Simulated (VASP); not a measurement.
A run of VASP 6.6.1:

The input INCAR:

```
  PREC = Accurate
  ENCUT = 600
  EDIFF = 1E-6
  ISMEAR = 0
  SIGMA = 0.02
  LREAL = F
  LASPH = T
  NELM = 120
  ALGO = Normal
  ISIF = 2
  LWAVE = F
  LCHARG = F
  GGA = PS
  NBANDS = 11
  GGA_COMPAT = F
```

Contents of KPOINTS:

```
regular mesh
0
Gamma
  8 8 8
```

POSCAR

```
MgS
1.0
    0.0000000000      2.5909736081      2.5909736081
    2.5909736081      0.0000000000      2.5909736081
    2.5909736081      2.5909736081      0.0000000000
Mg S
1 1
Direct
    0.0000000000      0.0000000000      0.0000000000
    0.5000000000      0.5000000000      0.5000000000
```

Potentials or basis: VASP PAW PBE potentials, release 64 (Mg, S).

The run is started by

```console
$ cat potpaw_PBE.64/Mg/POTCAR potpaw_PBE.64/S/POTCAR > POTCAR
$ mpirun -np 1 vasp_std > vasp.out
```

Hardware: 1 thread of AMD EPYC 7R43 64-Core Processor (Zen 3), with other jobs on the host.

Estimate the wall time of this run.

Run time: 21 s on 1 thread of AMD EPYC 7R43 64-Core Processor (Zen 3) (shared host), peak memory 0.13 GiB. Counts: scf iterations 11, k points 29.
